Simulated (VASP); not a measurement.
## SiC: single point with PBE

Crystal: SiC.

```
Si C
1.0
     3.09194    0.00000    0.00000
    -1.54597    2.67770    0.00000
     0.00000    0.00000    4.76983
Si C
2 2
Direct
  0.33333 0.66667 0.49496
  0.66667 0.33333 0.99496
  0.33333 0.66667 0.88004
  0.66667 0.33333 0.38004
```

| Property | Result |
| --- | --- |
| Program | VASP 6.6.1 |
| Task | single point |
| Functional | PBE |
| Potentials or basis | VASP PAW PBE potentials, release 64 (Si, C) |
| Cutoff | 520 eV |
| k mesh | 12 × 12 × 6 |
| Occupations | gaussian, width 0.02 eV |
| Spin | no spin polarisation |
| Dipole correction | no |
| Further INCAR settings | ALGO = Normal; EDIFF = 1e-06; NBANDS = 16 |

* Pressure: 14.6 GPa
* Band gap on the k mesh: 1.97 eV, indirect (least direct gap 3.54 eV)

Stress tensor (GPa, compression positive):
```
 4.40  0.00  0.00
 0.00  4.40  0.00
 0.00  0.00 35.10
```

Levels at points of the mesh, in eV from the valence-band top:
```
           k point  band 4  band 5  band 6  band 7  band 8  band 9  band 10  band 11  band 12  band 13
(0.00, 0.00, 0.00)   -2.17   -2.17   -0.53   -0.53    0.00    3.80     6.05     6.05     6.65     8.56
(0.50, 0.00, 0.00)   -6.46   -5.91   -4.17   -3.69   -1.57    1.97     4.42     6.79     6.87    10.54
(0.00, 0.00, 0.50)   -4.27   -1.43   -1.43   -1.43   -1.43    5.18     5.18     6.74     6.74     6.74
(0.50, 0.00, 0.50)   -8.90   -3.13   -3.13   -2.34   -2.34    3.13     3.13     5.36     5.36    10.61
```

Wall time 110 s on 1 thread of AMD EPYC 7R13, on a shared host, peak memory 0.14 GiB.

A k mesh can miss the band edges. Expect the measured gap to be larger: semilocal functionals such as PBE lack the derivative discontinuity.
